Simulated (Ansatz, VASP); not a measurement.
MnSi6: VASP beside Ansatz

```
Mn Si
1.0
     5.76931    0.00000    0.00000
     0.00000    5.76931    0.00000
     0.00000    0.00000    5.76931
Mn Si
1 6
Direct
  0.00000 0.00000 0.00000
  0.19959 0.50000 0.50000
  0.50000 0.19959 0.50000
  0.80041 0.50000 0.50000
  0.50000 0.80041 0.50000
  0.50000 0.50000 0.19959
  0.50000 0.50000 0.80041
```

Change from the starting cell: species swapped into the SiB6 type (Pm-3m, No. 221).

Alike in both runs: functional PBE; k mesh 4 × 4 × 4; occupations gaussian, width 0.1 eV; collinear spin.

Ansatz relaxed the structure, and its values are those at the end. VASP's run is a single point on that final structure, the one shown.

|  | VASP | Ansatz |
| --- | --- | --- |
| version | VASP 6.6.1 | Ansatz 0.2.0 |
| potentials or method | VASP PAW PBE potentials, release 64 (Mn_pv, Si), cutoff 520 eV | scalar-relativistic, plane waves, PAW |
| valence electrons in the cell | 37 | 39 |

Ansatz gave:

- gap on the k mesh at the Fermi level (eV): none
- pressure (GPa): 0.2
- rms of the force components (eV/Å): 0.003
- net moment per atom (μB): 0.69
- size of the moment on the site where the two differ most (μB): 5.00

**Question.** What did VASP give for the same quantities?

**Answer.** gap on the k mesh at the Fermi level (eV): none; pressure (GPa): 0.1; rms of the force components (eV/Å): 0.006; net moment per atom (μB): 0.69; size of the moment on the site where the two differ most (μB): 4.58.

Site moments also hang on the region over which each program counts them. A gap of «none» marks a metal or a gap that the smearing closes. VASP's potentials hold 37 valence electrons a cell and Ansatz's 39, so a difference there can come from the potentials and not from the codes.
